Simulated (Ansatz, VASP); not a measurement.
# Ge2Te8Pb5 in VASP and in Ansatz

```
Ge Te Pb
1.0
     4.47789    4.47789    0.00000
     4.47789   -4.47789    0.00000
     0.00000    0.00000  -12.64463
Ge Te Pb
2 8 5
Direct
  0.97299 0.02701 0.00888
  0.52701 0.47299 0.00888
  0.48459 0.51541 0.75413
  0.01541 0.98459 0.75413
  0.52548 0.02548 0.01021
  0.97452 0.47452 0.01021
  0.07788 0.92212 0.22080
  0.42212 0.57788 0.22080
  0.52717 0.02717 0.46918
  0.97283 0.47283 0.46918
  0.75000 0.25000 0.27707
  0.01549 0.98451 0.50852
  0.48451 0.51549 0.50852
  0.52027 0.02027 0.76615
  0.97973 0.47973 0.76615
```

Change from the starting cell: atom 11 (Pb) set half-way to the vacancy, atoms relaxed in the symmetry of that start.

Alike in both runs: functional PBEsol; k mesh 4 × 4 × 2; occupations gaussian, width 0.05 eV; no spin polarisation.

Ansatz relaxed the structure, and its values are those at the end. VASP's run is a single point on that final structure, the one shown.

|  | VASP | Ansatz |
| --- | --- | --- |
| version | VASP 6.6.1 | Ansatz 0.2.0 |
| potentials or method | VASP PAW PBE potentials, release 64 (Ge_d, Te, Pb_d), cutoff 520 eV | scalar-relativistic, plane waves, PAW |
| valence electrons in the cell | 146 | 226 |

|  | VASP | Ansatz | Ansatz less VASP |
| --- | --- | --- | --- |
| gap on the k mesh at the Fermi level (eV) | none | none | - |
| pressure (GPa) | -1.2 | -1.2 | +0.01 |
| rms of the force components (eV/Å) | 0.008 | 0.006 | -0.0019 |

VASP's potentials were made for PBE, not for PBEsol. A gap of «none» marks a metal or a gap that the smearing closes. The functional is the same, so the differences come from potentials, cutoffs and numerics. VASP's potentials hold 146 valence electrons a cell and Ansatz's 226, so a difference there can come from the potentials and not from the codes. Ansatz's warnings: stress scf threshold loose.

Neither program's run includes spin-orbit coupling.
